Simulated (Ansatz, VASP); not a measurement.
# MnSn3: VASP beside Ansatz

```
Sn Mn
1.0
     0.00000    3.65642    3.65642
     3.65642    0.00000    3.65642
     3.65642    3.65642    0.00000
Sn Mn
3 1
Direct
  0.25000 0.25000 0.25000
  0.75000 0.75000 0.75000
  0.50000 0.50000 0.50000
  0.00000 0.00000 0.00000
```

Alike in both runs: functional PBE; k mesh 6 × 6 × 6; occupations gaussian, width 0.1 eV; collinear spin.

Ansatz relaxed the structure, and its values are those at the end. VASP's run is a single point on that final structure, the one shown.

```csv
,VASP,Ansatz
version,VASP 6.6.1,Ansatz 0.2.0
potentials or method,"VASP PAW PBE potentials, release 64 (Sn_d, Mn_pv), cutoff 520 eV","scalar-relativistic, plane waves, PAW"
valence electrons in the cell,55,57
```

```csv
,VASP,Ansatz,Ansatz less VASP
gap on the k mesh at the Fermi level (eV),none,none,-
pressure (GPa),0.2,0.3,+0.06
net moment per atom (μB),0.95,0.95,+0.001
size of the moment on the site where the two differ most (μB),3.88,4.04,+0.161
```

Site moments also hang on the region over which each program counts them. A gap of «none» marks a metal or a gap that the smearing closes. With one functional, cell and mesh, what is left measures potentials, basis and numerics. VASP's potentials hold 55 valence electrons a cell and Ansatz's 57, so a difference there can come from the potentials and not from the codes.
